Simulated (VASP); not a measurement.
# HgPt (P4/mmm) in VASP: notebook

The runs below take HgPt through electric field gradients, with LDA.

All numbers are computed with VASP 6.6.1; they aren't measurements. Logs are shortened: lines on timing, memory, paths and dates and some standing lists are left out, and cuts for length are marked.

### 1 The cell of the first run

The structure is tetragonal, space group P4/mmm (No. 123). The conventional cell has a = 2.971 Å, b = 2.971 Å, c = 3.825 Å, α = 90.00°, β = 90.00°, γ = 90.00°. Hg (site symmetry 4/mmm) has 8 Pt at 2.84 Å and 4 Hg at 2.97 Å within 3.7 Å. Pt (site symmetry 4/mmm) has 8 Hg at 2.84 Å and 4 Pt at 2.97 Å within 3.7 Å.

### 2 Electric field gradients, LDA

Input file INCAR:

```
PREC = Accurate
ENCUT = 520
EDIFF = 1E-8
ISMEAR = -1
SIGMA = 0.03
LREAL = F
LASPH = T
NELM = 60
ALGO = Normal
ISIF = 2
LWAVE = F
LCHARG = F
GGA = CA
LEFG = T
NBANDS = 18
```

Input file KPOINTS:

```
Automatic mesh
0
Gamma
  12 12 10
```

Input file POSCAR:

```
HgPt
1.0
    2.9710000000      0.0000000000      0.0000000000
    0.0000000000      2.9710000000      0.0000000000
    0.0000000000      0.0000000000      3.8250000000
Hg Pt
1 1
Direct
    0.0000000000      0.0000000000      0.0000000000
    0.5000000000      0.5000000000      0.5000000000
```

Potentials or basis: VASP PAW LDA potentials, release 64 (Hg, Pt).

Run with:

```bash
$ cat potpaw_LDA.64/Hg/POTCAR potpaw_LDA.64/Pt/POTCAR > POTCAR
$ mpirun -np 1 vasp_std > vasp.out
```

OUTCAR:

```text
PREC = Accurate
   ENCUT = 520
   EDIFF = 1E-8
   ISMEAR = -1
   LREAL = F
   LASPH = T
   NELM = 60
   ISIF = 2
   GGA = CA

 ion  position               nearest neighbor table
   1  0.000  0.000  0.000-   2 2.84   2 2.84   2 2.84   2 2.84   2 2.84   2 2.84   2 2.84   2 2.84

   2  0.500  0.500  0.500-   1 2.84   1 2.84   1 2.84   1 2.84   1 2.84   1 2.84   1 2.84   1 2.84

  LATTYP: Found a simple tetragonal cell.
 ALAT       =     2.9710000000
 C/A-ratio  =     1.2874453046

  Lattice vectors:

 A1 = (   2.9710000000,   0.0000000000,   0.0000000000)
 A2 = (   0.0000000000,   2.9710000000,   0.0000000000)
 A3 = (   0.0000000000,   0.0000000000,   3.8250000000)

Analysis of symmetry for initial positions (statically):
=====================================================================
 Subroutine PRICEL returns:
 Original cell was already a primitive cell.

 Routine SETGRP: Setting up the symmetry group for a
 simple tetragonal supercell.

 Subroutine GETGRP returns: Found 16 space group operations
 (whereof 16 operations were pure point group operations)
 out of a pool of 16 trial point group operations.

The static configuration has the point symmetry D_4h.

Analysis of symmetry for dynamics (positions and initial velocities):
=====================================================================
 Subroutine PRICEL returns:
 Original cell was already a primitive cell.

 Routine SETGRP: Setting up the symmetry group for a
 simple tetragonal supercell.

 Subroutine GETGRP returns: Found 16 space group operations
 (whereof 16 operations were pure point group operations)
 out of a pool of 16 trial point group operations.

The dynamic configuration has the point symmetry D_4h.

 Subroutine INISYM returns: Found 16 space group operations
 (whereof 16 operations are pure point group operations),
 and found     1 'primitive' translations

----------------------------------------------------------------------------------------

                                     Primitive cell

  volume of cell :      33.7627

  direct lattice vectors                    reciprocal lattice vectors
[... 115 lines left out ...]
   IVDW    =     0    specifies the selected vdW correction
   LEPSILON=     F    determine dielectric tensor
   LRPA    =     F    only Hartree local field effects (RPA)
 non-spin polarized calculation
  energy-cutoff  :      520.00
  volume of cell :       33.76
 maximum number of plane-waves:       942
 NGX is ok and might be reduce to    24
   NGX = 11   NGY = 11   NGZ = 15

 number of electron      21.9999995 magnetization

 Free energy of the ion-electron system (eV)
  ---------------------------------------------------
  ext. energy  EPLUGINS =         0.00000000
  ---------------------------------------------------
  free energy    TOTEN  =        -8.53258605 eV

  energy without entropy =       -8.53076149  energy(sigma->0) =       -8.53167377

 E-fermi :   7.3258     XC(G=0): -13.0354

 val. band max:        7.3079625706   @ k =   0.5000   0.5000   0.5000
 cond. band min:       7.3816520853   @ k =   0.3333   0.0833   0.4000
 fundamental gap:      0.0736895147
 Fermi energy:         7.3257736684

 k-point     1 :       0.0000    0.0000    0.0000
  band No.  band energies     occupation
      1      -3.3465      2.00000
      2      -1.4801      2.00000
      3      -1.2844      2.00000
      4       0.2409      2.00000
      5       0.2409      2.00000
      6       0.8957      2.00000
[... 481 lines left out ...]
      5       0.8721      2.00000
      6       2.8172      2.00000
[... 10 lines left out ...]
     17      18.7960      0.00000
     18      19.1009      0.00000

 [... further k-points ...]
[... 5 lines left out ...]
  --------------------------------------------------------------------------------------
  -------------------------------------------------------------------------------------
  Total        0.0256029      0.0256029      0.1893792      0.0000000      0.0000000      0.0000000
  in kB        1.2149643      1.2149643      8.9868220      0.0000000      0.0000000      0.0000000
  external PRESSURE =       3.8055835 kB  Pullay stress =       0.0000000 kB

 VOLUME and BASIS-vectors are now :
 -----------------------------------------------------------------------------
  energy-cutoff  :      520.00
  volume of cell :       33.76
      direct lattice vectors                 reciprocal lattice vectors
     2.971000000  0.000000000  0.000000000     0.336587008  0.000000000  0.000000000
     0.000000000  2.971000000  0.000000000     0.000000000  0.336587008  0.000000000
     0.000000000  0.000000000  3.825000000     0.000000000  0.000000000  0.261437908

 POSITION                                       TOTAL-FORCE (eV/Angst)
 -----------------------------------------------------------------------------------
      0.00000      0.00000      0.00000         0.000000      0.000000      0.000000
      1.48550      1.48550      1.91250         0.000000      0.000000      0.000000
 -----------------------------------------------------------------------------------
    total drift:                                0.000000      0.000000     -0.000000

  FREE ENERGIE OF THE ION-ELECTRON SYSTEM (eV)
  ---------------------------------------------------
  free  energy   TOTEN  =        -8.5325860508 eV

  energy  without entropy=       -8.5307614936  energy(sigma->0) =       -8.53167377

 Electric field gradients (V/A^2)
---------------------------------------------------------------------
 ion       V_xx      V_yy      V_zz      V_xy      V_xz      V_yz
---------------------------------------------------------------------
   1      51.922    51.922  -103.845     0.000     0.000     0.000
   2     -48.880   -48.880    97.760    -0.000    -0.000     0.000
---------------------------------------------------------------------

 Electric field gradients after diagonalization (V/A^2)
 (convention: |V_zz| > |V_xx| > |V_yy|)
----------------------------------------------------------------------
 ion       V_xx      V_yy      V_zz     asymmetry (V_yy - V_xx)/ V_zz
----------------------------------------------------------------------
   1      51.922    51.922  -103.845       0.000
   2     -48.880   -48.880    97.760       0.000
----------------------------------------------------------------------

           NMR quadrupolar parameters

 Cq : quadrupolar parameter    Cq=e*Q*V_zz/h
 eta: asymmetry parameters     (V_yy - V_xx)/ V_zz
 Q  : nuclear electric quadrupole moment in mb (millibarn)
----------------------------------------------------------------------
 ion       Cq(MHz)       eta       Q (mb)
----------------------------------------------------------------------
   1      -0.251       0.000       1.000
   2       0.236       0.000       1.000
----------------------------------------------------------------------
```

It took 31 s on 1 thread of Intel Xeon 6975P-C (Granite Rapids), shared host; peak memory 0.22 GiB.

What came out:

* Free energy: -8.5326 eV
* Pressure: 0.4 GPa
* Band gap on the k mesh: zero (band 11 reaches 9.71 eV, above the bottom of band 12 at 5.96 eV)

Stress tensor (GPa, compression positive):
```
0.12 0.00 0.00
0.00 0.12 0.00
0.00 0.00 0.90
```

Levels at points of the mesh, in eV from the Fermi level:
```
           k point  band 9  band 10  band 11  band 12  band 13  band 14
(0.00, 0.00, 0.00)   -1.16    -1.16    -0.88     1.57     6.78     8.38
(0.50, 0.00, 0.00)   -3.52    -2.40    -1.73     0.81     8.84     9.92
(0.50, 0.50, 0.00)   -1.45    -0.18    -0.18    -0.03     4.08     5.31
(0.00, 0.00, 0.50)   -2.35    -2.25    -2.25    -1.06    13.66    13.66
(0.50, 0.00, 0.50)   -1.53    -1.23    -1.16    -1.04     2.70     3.16
(0.50, 0.50, 0.50)   -1.66    -0.02     1.66     5.12     6.02     6.02
```

Electric field gradients, principal values (V/Å²):
| atom | least | middle | greatest (by size) |
| --- | --- | --- | --- |
| 1 Hg | 51.922 | 51.922 | -103.845 |
| 2 Pt | -48.880 | -48.880 | 97.760 |

Caveat: without QUAD_EFG the Cq values of the log hold for a quadrupole moment of 1 mb, not for the nuclei; spin-orbit coupling is left out, which moves the levels of the heavy elements.

### 3 Electric field gradients, LDA

Input file INCAR:

```
SYSTEM = HgPt
  PREC = Accurate
  ENCUT = 520
  EDIFF = 1E-8
  ISMEAR = -1
  SIGMA = 0.03
  LREAL = .FALSE.
  LASPH = .TRUE.
  NELM = 60
  ALGO = Normal
  ISIF = 2
  LWAVE = .FALSE.
  LCHARG = .FALSE.
  GGA = CA
  LEFG = .TRUE.
  NBANDS = 18
```

Input file KPOINTS:

```
regular mesh
0
G
  12 12 10
  0 0 0
```

POSCAR is that of step 2.

Potentials or basis: VASP PAW LDA potentials, release 64 (Hg, Pt).

Run with:

```bash
$ cat potpaw_LDA.64/Hg/POTCAR potpaw_LDA.64/Pt/POTCAR > POTCAR
$ mpirun -np 1 vasp_std > vasp.out
```

OUTCAR:

```text
SYSTEM = HgPt
   PREC = Accurate
   ENCUT = 520
   EDIFF = 1E-8
   ISMEAR = -1
   LREAL = .FALSE.
   LASPH = .TRUE.
   NELM = 60
   ISIF = 2
   GGA = CA

 ion  position               nearest neighbor table
   1  0.000  0.000  0.000-   2 2.84   2 2.84   2 2.84   2 2.84   2 2.84   2 2.84   2 2.84   2 2.84

   2  0.500  0.500  0.500-   1 2.84   1 2.84   1 2.84   1 2.84   1 2.84   1 2.84   1 2.84   1 2.84

  LATTYP: Found a simple tetragonal cell.
 ALAT       =     2.9710000000
 C/A-ratio  =     1.2874453046

  Lattice vectors:

 A1 = (   2.9710000000,   0.0000000000,   0.0000000000)
 A2 = (   0.0000000000,   2.9710000000,   0.0000000000)
 A3 = (   0.0000000000,   0.0000000000,   3.8250000000)

Analysis of symmetry for initial positions (statically):
=====================================================================
 Subroutine PRICEL returns:
 Original cell was already a primitive cell.

 Routine SETGRP: Setting up the symmetry group for a
 simple tetragonal supercell.

 Subroutine GETGRP returns: Found 16 space group operations
 (whereof 16 operations were pure point group operations)
 out of a pool of 16 trial point group operations.

The static configuration has the point symmetry D_4h.

Analysis of symmetry for dynamics (positions and initial velocities):
=====================================================================
 Subroutine PRICEL returns:
 Original cell was already a primitive cell.

 Routine SETGRP: Setting up the symmetry group for a
 simple tetragonal supercell.

 Subroutine GETGRP returns: Found 16 space group operations
 (whereof 16 operations were pure point group operations)
 out of a pool of 16 trial point group operations.

The dynamic configuration has the point symmetry D_4h.

 Subroutine INISYM returns: Found 16 space group operations
 (whereof 16 operations are pure point group operations),
 and found     1 'primitive' translations

----------------------------------------------------------------------------------------

                                     Primitive cell

  volume of cell :      33.7627

  direct lattice vectors                    reciprocal lattice vectors
     2.971000000  0.000000000  0.000000000     0.336587008  0.000000000  0.000000000
     0.000000000  2.971000000  0.000000000     0.000000000  0.336587008  0.000000000
     0.000000000  0.000000000  3.825000000     0.000000000  0.000000000  0.261437908

  length of vectors
     2.971000000  2.971000000  3.825000000     0.336587008  0.336587008  0.261437908

  position of ions in fractional coordinates (direct lattice)
     0.000000000  0.000000000  0.000000000
     0.500000000  0.500000000  0.500000000

  ion indices of the primitive-cell ions
   primitive index   ion index
                 1           1
                 2           2

----------------------------------------------------------------------------------------

 KPOINTS: regular mesh

Automatic generation of k-mesh.
 Grid dimensions read from file:
 generate k-points for:   12   12   10

 Generating k-lattice:
[... 64 lines left out ...]
   EDIFFG = 0.1E-06   stopping-criterion for IOM
   NSW    =      0    number of steps for IOM
   IBRION =     -1    ionic relax: 0-MD 1-quasi-New 2-CG
   NFREE  =      0    steps in history (QN), initial steepest desc. (CG)
   ISIF   =      2    stress and relaxation
   ISYM   =      2    0-nonsym 1-usesym 2-fastsym
   POTIM  = 0.5000    time-step for ionic-motion
   TEBEG  =    0.0;   TEEND  =   0.0 temperature during run
   PSTRESS=    0.0 pullay stress
   NELECT =      22.0000    total number of electrons
   NUPDOWN=      -1.0000    fix difference up-down
   EMIN   =  10.00;   EMAX   =-10.00  energy-range for DOS
   EFERMI =   0.00;   METHOD = LEGACY
   ISMEAR =    -1;   SIGMA  =   0.03  broadening in eV -4-tet -1-fermi 0-gaus
   EFERMI_NEDOS =   21; number of points for ismear=-14 and -15
   IALGO  =     38    algorithm
   IMIX   =      4    mixing-type and parameters
     AMIX     =   0.40;   BMIX     =  1.00
     AMIX_MAG =   1.60;   BMIX_MAG =  1.00
  volume/ion in A,a.u.               =      16.88       113.92
  Fermi-wavevector in a.u.,A,eV,Ry     =   1.419287  2.682063 27.407233  2.014375
  Thomas-Fermi vector in A             =   2.540323
   LORBIT       =      0    0 simple, 1 ext, 2 COOP (PROOUT), +10 PAW based schemes
   GGA     = CA    functional components
   LHFCALC =     F    Hartree Fock is set to
   AEXX    =    0.0000 exact exchange contribution
   IVDW    =     0    specifies the selected vdW correction
   LEPSILON=     F    determine dielectric tensor
   LRPA    =     F    only Hartree local field effects (RPA)
 non-spin polarized calculation
  energy-cutoff  :      520.00
  volume of cell :       33.76
 maximum number of plane-waves:       942
 NGX is ok and might be reduce to    24
   NGX = 11   NGY = 11   NGZ = 15

 number of electron      21.9999995 magnetization

 Free energy of the ion-electron system (eV)
  ---------------------------------------------------
  ext. energy  EPLUGINS =         0.00000000
  ---------------------------------------------------
  free energy    TOTEN  =        -8.53258605 eV

  energy without entropy =       -8.53076149  energy(sigma->0) =       -8.53167377

 E-fermi :   7.3258     XC(G=0): -13.0354

 val. band max:        7.3079625706   @ k =   0.5000   0.5000   0.5000
 cond. band min:       7.3816520853   @ k =   0.3333   0.0833   0.4000
 fundamental gap:      0.0736895147
 Fermi energy:         7.3257736684

 k-point     1 :       0.0000    0.0000    0.0000
  band No.  band energies     occupation
      1      -3.3465      2.00000
      2      -1.4801      2.00000
      3      -1.2844      2.00000
      4       0.2409      2.00000
      5       0.2409      2.00000
      6       0.8957      2.00000
[... 481 lines left out ...]
      5       0.8721      2.00000
      6       2.8172      2.00000
[... 10 lines left out ...]
     17      18.7960      0.00000
     18      19.1009      0.00000

 [... further k-points ...]
[... 5 lines left out ...]
  --------------------------------------------------------------------------------------
  -------------------------------------------------------------------------------------
  Total        0.0256029      0.0256029      0.1893792      0.0000000      0.0000000      0.0000000
  in kB        1.2149643      1.2149643      8.9868220      0.0000000      0.0000000      0.0000000
  external PRESSURE =       3.8055835 kB  Pullay stress =       0.0000000 kB

 VOLUME and BASIS-vectors are now :
 -----------------------------------------------------------------------------
  energy-cutoff  :      520.00
  volume of cell :       33.76
      direct lattice vectors                 reciprocal lattice vectors
     2.971000000  0.000000000  0.000000000     0.336587008  0.000000000  0.000000000
     0.000000000  2.971000000  0.000000000     0.000000000  0.336587008  0.000000000
     0.000000000  0.000000000  3.825000000     0.000000000  0.000000000  0.261437908

 POSITION                                       TOTAL-FORCE (eV/Angst)
 -----------------------------------------------------------------------------------
      0.00000      0.00000      0.00000         0.000000      0.000000      0.000000
      1.48550      1.48550      1.91250         0.000000      0.000000      0.000000
 -----------------------------------------------------------------------------------
    total drift:                                0.000000      0.000000     -0.000000

  FREE ENERGIE OF THE ION-ELECTRON SYSTEM (eV)
  ---------------------------------------------------
  free  energy   TOTEN  =        -8.5325860508 eV

  energy  without entropy=       -8.5307614936  energy(sigma->0) =       -8.53167377

 Electric field gradients (V/A^2)
---------------------------------------------------------------------
 ion       V_xx      V_yy      V_zz      V_xy      V_xz      V_yz
---------------------------------------------------------------------
   1      51.922    51.922  -103.845     0.000     0.000     0.000
   2     -48.880   -48.880    97.760    -0.000    -0.000     0.000
---------------------------------------------------------------------

 Electric field gradients after diagonalization (V/A^2)
 (convention: |V_zz| > |V_xx| > |V_yy|)
----------------------------------------------------------------------
 ion       V_xx      V_yy      V_zz     asymmetry (V_yy - V_xx)/ V_zz
----------------------------------------------------------------------
   1      51.922    51.922  -103.845       0.000
   2     -48.880   -48.880    97.760       0.000
----------------------------------------------------------------------

           NMR quadrupolar parameters

 Cq : quadrupolar parameter    Cq=e*Q*V_zz/h
 eta: asymmetry parameters     (V_yy - V_xx)/ V_zz
 Q  : nuclear electric quadrupole moment in mb (millibarn)
----------------------------------------------------------------------
 ion       Cq(MHz)       eta       Q (mb)
----------------------------------------------------------------------
   1      -0.251       0.000       1.000
   2       0.236       0.000       1.000
----------------------------------------------------------------------
```

Wall time 25 s (1 thread of Intel Xeon 6975P-C (Granite Rapids), shared host); peak memory 0.22 GiB.

What came out:

| Property | Result |
| --- | --- |
| Free energy | -8.5326 eV |
| Pressure | 0.4 GPa |
| Band gap on the k mesh | zero (band 11 reaches 9.71 eV, above the bottom of band 12 at 5.96 eV) |

Stress tensor (GPa, compression positive):
```
0.12 0.00 0.00
0.00 0.12 0.00
0.00 0.00 0.90
```

Electric field gradients, principal values (V/Å²):
```
atom    least   middle  greatest (by size)
1 Hg   51.922   51.922            -103.845
2 Pt  -48.880  -48.880              97.760
```

Caveat: without QUAD_EFG the Cq values of the log hold for a quadrupole moment of 1 mb, not for the nuclei; spin-orbit coupling is left out, which moves the levels of the heavy elements.
